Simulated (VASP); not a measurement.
## Ti: single point with r2SCAN

Ti:

```
Ti
1.0
     3.00360    0.00000    0.00000
    -1.50180    2.60119    0.00000
     0.00000    0.00000    5.00950
Ti
2
Direct
  0.33333 0.66667 0.25000
  0.66667 0.33333 0.75000
```

```yaml
Program: VASP 6.6.1
Task: single point
Functional: r2SCAN
Potentials_or_basis: VASP PAW PBE potentials, release 64 (Ti_sv)
Cutoff: 520 eV
k_mesh: 18 × 18 × 10
Occupations: methfessel-paxton, width 0.05 eV
Spin: no spin polarisation
Dipole_correction: no
Further_INCAR_settings: ALGO = Normal; EDIFF = 1e-06; NBANDS = 19
```

```json
{
 "Pressure": "-11.3 GPa",
 "Band gap on the k mesh": "zero (bands 12 and 13 overlap by 0.94 eV)"
}
```

Stress tensor (GPa, compression positive):
```
 -9.30   0.00   0.00
  0.00  -9.30   0.00
  0.00   0.00 -15.44
```

Levels at points of the mesh, in eV from the Fermi level:
| k point | band 10 | band 11 | band 12 | band 13 | band 14 | band 15 |
| --- | --- | --- | --- | --- | --- | --- |
| (0.00, 0.00, 0.00) | -2.66 | -0.16 | 0.56 | 0.84 | 0.84 | 1.20 |
| (0.50, 0.00, 0.00) | -1.95 | -1.69 | -0.74 | 0.42 | 0.80 | 0.90 |
| (0.00, 0.00, 0.50) | -4.67 | -0.13 | -0.13 | 0.82 | 0.82 | 0.82 |
| (0.50, 0.00, 0.50) | -2.37 | -0.84 | -0.84 | 1.00 | 1.00 | 1.80 |

Wall time 4.4 min on 1 thread of Intel(R) Xeon(R) Platinum 8488C (Sapphire Rapids), on a shared host, peak memory 0.27 GiB.

Caveat: the stress differs along the axes, from -15 to -9 GPa; the PAW data sets were made with another functional, which shifts forces and pressure a little.
